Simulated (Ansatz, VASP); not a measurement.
## Two plane-wave programs on PtS2

```
Pt S
1.0
     3.58327    0.00000    0.00000
    -1.79164    3.10321    0.00000
     0.00000    0.00000    4.66283
Pt S
1 2
Direct
  0.00596 0.00000 0.00000
  0.26719 0.66667 0.25874
  0.69653 0.33333 0.74126
```

Change from the starting cell: mode 4 frozen in at -0.172 Å and mode 6 at -0.065 Å (largest displacements).

Alike in both runs: task single point; functional PBE; dispersion D3(BJ); k mesh 12 × 12 × 8; occupations gaussian, width 0.03 eV; no spin polarisation.

|  | VASP | Ansatz |
| --- | --- | --- |
| version | VASP 6.6.1 | Ansatz 0.2.0 |
| potentials or method | VASP PAW PBE potentials, release 64 (Pt, S), cutoff 520 eV | scalar-relativistic, plane waves, PAW |
| valence electrons in the cell | 22 | 30 |

VASP gave:

| Item | Value |
| --- | --- |
| gap on the k mesh at the Fermi level (eV) | none |
| pressure (GPa) | 3.2 |
| traceless stress, the component that is largest in VASP (GPa) | 10.46 |
| rms of the force components (eV/Å) | 1.088 |

Which values does Ansatz return?

gap on the k mesh at the Fermi level (eV): none; pressure (GPa): 3.7; traceless stress, the component that is largest in VASP (GPa): 10.55; rms of the force components (eV/Å): 1.096.

Atom by atom the forces differ by 0.021 eV/Å (rms over components). A gap of «none» marks a metal or a gap that the smearing closes. VASP's potentials hold 22 valence electrons a cell and Ansatz's 30, so a difference there can come from the potentials and not from the codes.

Neither program's run includes spin-orbit coupling.
